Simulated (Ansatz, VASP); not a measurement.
Two plane-wave programs on Eu

File INCAR:

```
SYSTEM = Eu
  PREC = Accurate
  ENCUT = 520
  EDIFF = 1E-8
  ISMEAR = -1
  SIGMA = 0.05
  LREAL = .FALSE.
  LASPH = .TRUE.
  NELM = 150
  ALGO = Normal
  ISIF = 2
  LWAVE = .FALSE.
  LCHARG = .FALSE.
  ISPIN = 2
  MAGMOM = 7
  LORBIT = 11
  LMAXMIX = 6
  GGA = PE
  LEFG = .TRUE.
  NBANDS = 18
```

The input KPOINTS:

```
Automatic mesh
0
G
  14 14 14
  0 0 0
```

The input POSCAR:

```
Eu
1.0
   -2.2065761641      2.2065761641      2.2065761641
    2.2065761641     -2.2065761641      2.2065761641
    2.2065761641      2.2065761641     -2.2065761641
Eu
1
Direct
    0.0000000000      0.0000000000      0.0000000000
```

Input for Ansatz:

```yaml
crystal:
  lattice:
    - [-2.2065761641, 2.2065761641, 2.2065761641]
    - [2.2065761641, -2.2065761641, 2.2065761641]
    - [2.2065761641, 2.2065761641, -2.2065761641]
  atoms:
    - { symbol: Eu, position: [0.0, 0.0, 0.0], spin: 7.0 }
magnetization:
  spin_polarized: true
kpoints:
  mp_grid: { grid: [14, 14, 14] }
scf:
  occupations: { method: fermi_dirac, width: 0.05 }
hamiltonian:
  xc: pbe
  pseudopotentials: { kind: paw }
output:
  forces: true
  stress: true
  eigenvalues: true
  efg: { contact_densities: true }
```

Change from the starting cell: volume scaled by 1.02, PAW files.

Alike in both runs: task electric field gradients; functional PBE; k mesh 14 × 14 × 14; occupations fermi-dirac, width 0.05 eV; collinear spin.

```csv
,VASP,Ansatz
version,VASP 6.6.1,Ansatz 0.2.0
potentials or method,"VASP PAW PBE potentials, release 64 (Eu)","PAW with Ansatz's default frozen-core files, scalar-relativistic"
plane-wave cutoff (eV),520,420
valence electrons in the cell,17,17
```

VASP gave:

| Item | Value |
| --- | --- |
| pressure (GPa) | -0.5 |
| net moment per atom (μB) | 7.27 |
| size of the moment on the site where the two differ most (μB) | 6.67 |

**Question.** What did Ansatz give for the same quantities?

**Answer.** Pressure (GPa): -0.3; net moment per atom (μB): 7.28; size of the moment on the site where the two differ most (μB): 7.02.

Site moments also hang on the region over which each program counts them.

Spin-orbit coupling is off throughout.
